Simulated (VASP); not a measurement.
Input of a VASP 6.6.1 run:

INCAR

```
SYSTEM = Hf
PREC = Accurate
ENCUT = 520
EDIFF = 1E-7
ISMEAR = 0
SIGMA = 0.15
LREAL = .False.
LASPH = .True.
NELM = 60
ALGO = Normal
ISIF = 2
LWAVE = .False.
LCHARG = .False.
GGA = PS
NBANDS = 11
```

Contents of KPOINTS:

```
Automatic mesh
0
Gamma
  18 18 18
  0 0 0
```

Contents of POSCAR:

```
Hf
1.0
   -1.7779250000      1.7779250000      1.7508500000
    1.7779250000     -1.7779250000      1.7508500000
    1.7779250000      1.7779250000     -1.7508500000
Hf
1
Direct
    0.0000000000      0.0000000000      0.0000000000
```

Potentials or basis: VASP PAW PBE potentials, release 64 (Hf_pv).

Run with:

```bash
$ cat potpaw_PBE.64/Hf_pv/POTCAR > POTCAR
$ mpirun -np 1 vasp_std > vasp.out
```

**Question.** What does it give for the band gap on the k mesh?

**Answer.** Zero (bands 5 and 6 overlap by 2.20 eV).

**Question.** What does it give for the pressure?

**Answer.** -4.2 GPa.

Stress tensor (GPa, compression positive):
```
-4.00  0.00  0.00
 0.00 -4.00  0.00
 0.00  0.00 -4.65
```

Caveat: the cell differs from its parent crystal (strain -0.015 along x and y, -0.030 along z); the cell stands under tension; the PAW data sets were made with another functional, which shifts forces and pressure a little; spin-orbit coupling is left out, which moves the levels of the heavy elements.
